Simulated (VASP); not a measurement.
Input of a VASP 6.6.1 run:

POSCAR

```
KCl
1.0
    4.3400777943      0.0000000000      0.0000000000
   -2.1700388972      3.7586176243      0.0000000000
    0.0000000000      0.0000000000      7.6359720973
K Cl
2 2
Direct
    0.0000000000      0.0000000000      0.0000000000
    0.0000000000      0.0000000000      0.5000000000
    0.3333333333      0.6666666667      0.2500000000
    0.6666666667      0.3333333333      0.7500000000
```

The input INCAR.step1:

```
PREC     = Accurate       # precision mode
ENCUT    = 520            # plane-wave cutoff, eV
ISMEAR   = 0              # smearing method
SIGMA    = 0.01           # smearing width, eV
LREAL    = F              # projectors in reciprocal space
LASPH    = T              # aspherical terms in the spheres
NELM     = 80             # most SCF steps
NBANDS   = 24             # bands
GGA      = PE             # functional
ALGO     = Normal         # electronic algorithm
EDIFF    = 1E-4           # SCF threshold, eV
LWAVE    = T              # write WAVECAR
LCHARG   = F              # write CHGCAR
```

INCAR.step2

```
PREC     = Accurate       # precision mode
ENCUT    = 520            # plane-wave cutoff, eV
EDIFF    = 1E-6           # SCF threshold, eV
ISMEAR   = 0              # smearing method
SIGMA    = 0.01           # smearing width, eV
LREAL    = F              # projectors in reciprocal space
LASPH    = T              # aspherical terms in the spheres
NELM     = 80             # most SCF steps
ALGO     = Normal         # electronic algorithm
ISIF     = 2              # what is computed and relaxed
LWAVE    = F              # write WAVECAR
LCHARG   = T              # write CHGCAR
METAGGA  = R2SCAN         # meta-GGA
LMIXTAU  = T            
LELF     = T              # ELF
LVHAR    = T            
NBANDS   = 24             # bands
ISTART   = 1
```

Contents of KPOINTS:

```
Automatic mesh
0
Gamma
  12 12 4
```

Potentials or basis: VASP PAW PBE potentials, release 64 (K_sv, Cl).

Run with:

```bash
$ cat potpaw_PBE.64/K_sv/POTCAR potpaw_PBE.64/Cl/POTCAR > POTCAR
$ cp INCAR.step1 INCAR
$ mpirun -np 1 vasp_std > vasp.out
$ cp INCAR.step2 INCAR
$ mpirun -np 1 vasp_std > vasp.out
```

Task: Predict the band gap on the k mesh.

Result: 5.77 eV.

Task: Estimate the pressure.

Result: 0.0 GPa.

Caveat: the PAW data sets were made with another functional, which shifts forces and pressure a little. A k mesh can miss the band edges.
